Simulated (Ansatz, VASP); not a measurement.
One calculation of MnSeS, two programs

```
Mn Se S
1.0
     3.38886    0.00000    0.00000
    -1.69443    2.93484    0.00000
     0.00000    0.00000   28.98893
Mn Se S
1 1 1
Direct
  0.00000 0.00000 0.28937
  0.66667 0.33333 0.34139
  0.33333 0.66667 0.24578
```

Alike in both runs: functional PBE; k mesh 6 × 6 × 1; occupations gaussian, width 0.1 eV; collinear spin.

Ansatz relaxed the structure, and its values are those at the end. VASP's run is a single point on that final structure, the one shown.

```csv
,VASP,Ansatz
version,VASP 6.6.1,Ansatz 0.2.0
potentials or method,"VASP PAW PBE potentials, release 64 (Mn_pv, Se, S), cutoff 520 eV","scalar-relativistic, plane waves, PAW"
valence electrons in the cell,25,37
```

Ansatz gave:

| Property | Result |
| --- | --- |
| gap on the k mesh at the Fermi level (eV) | none |
| rms of the force components (eV/Å) | 0.008 |
| net moment per atom (μB) | 0.95 |
| size of the moment on the site where the two differ most (μB) | 2.67 |

Q: What did VASP give for the same quantities?

A: gap on the k mesh at the Fermi level (eV): none; rms of the force components (eV/Å): 0.007; net moment per atom (μB): 0.94; size of the moment on the site where the two differ most (μB): 2.80.

Site moments also hang on the region over which each program counts them. A gap of «none» marks a metal or a gap that the smearing closes. VASP's potentials hold 25 valence electrons a cell and Ansatz's 37, so a difference there can come from the potentials and not from the codes. Ansatz's warnings: slab cell height set, structure snapped to symmetry.
